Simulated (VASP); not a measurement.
## NaH: single point with LDA

The system is NaH.

```xyz
2
Lattice="2.8665 0.0000 0.0000 0.0000 2.8665 0.0000 0.0000 0.0000 3.1407" Properties=species:S:1:pos:R:3 pbc="T T T"
Na    0.0000    0.0000    0.0000
H     1.4332    1.4332    1.5704
```

```yaml
Program: VASP 6.6.1
Task: single point
Functional: LDA
Potentials_or_basis: VASP PAW LDA potentials, release 64 (Na_pv, H)
Cutoff: 520 eV
k_mesh: 6 × 6 × 6
Occupations: gaussian, width 0.02 eV
Spin: no spin polarisation
Dipole_correction: no
Further_INCAR_settings: ALGO = Normal; EDIFF = 1e-06; NBANDS = 11
```

| Property | Result |
| --- | --- |
| Pressure | -2.0 GPa |
| Band gap on the k mesh | zero (band 4 reaches 1.34 eV, above the bottom of band 5 at 1.30 eV) |

Stress tensor (GPa, compression positive):
```
 1.24  0.00  0.00
 0.00  1.24  0.00
 0.00  0.00 -8.45
```

Levels at points of the mesh, in eV from the Fermi level:
```csv
k point,band 1,band 2,band 3,band 4,band 5,band 6,band 7,band 8
"(0.00, 0.00, 0.00)",-24.76,-24.75,-24.75,-6.21,7.75,10.11,10.43,11.22
"(0.50, 0.00, 0.00)",-24.98,-24.74,-24.73,-3.39,0.85,10.04,12.43,13.41
"(0.50, 0.50, 0.00)",-24.94,-24.94,-24.72,-1.48,4.33,4.33,6.85,13.01
"(0.00, 0.00, 0.50)",-24.88,-24.74,-24.74,-3.96,-0.02,11.14,13.70,14.86
"(0.50, 0.00, 0.50)",-24.96,-24.84,-24.72,-1.98,3.48,3.71,6.00,15.10
"(0.50, 0.50, 0.50)",-24.93,-24.93,-24.81,0.02,6.26,6.66,6.66,8.50
```

Wall time 4.8 s on 1 thread of Intel(R) Xeon(R) Platinum 8259CL CPU @ 2.50GHz (Skylake/Cascade Lake), with other jobs on the host, peak memory 0.12 GiB.

Caveat: the k points lie up to 0.37 Å⁻¹ apart.
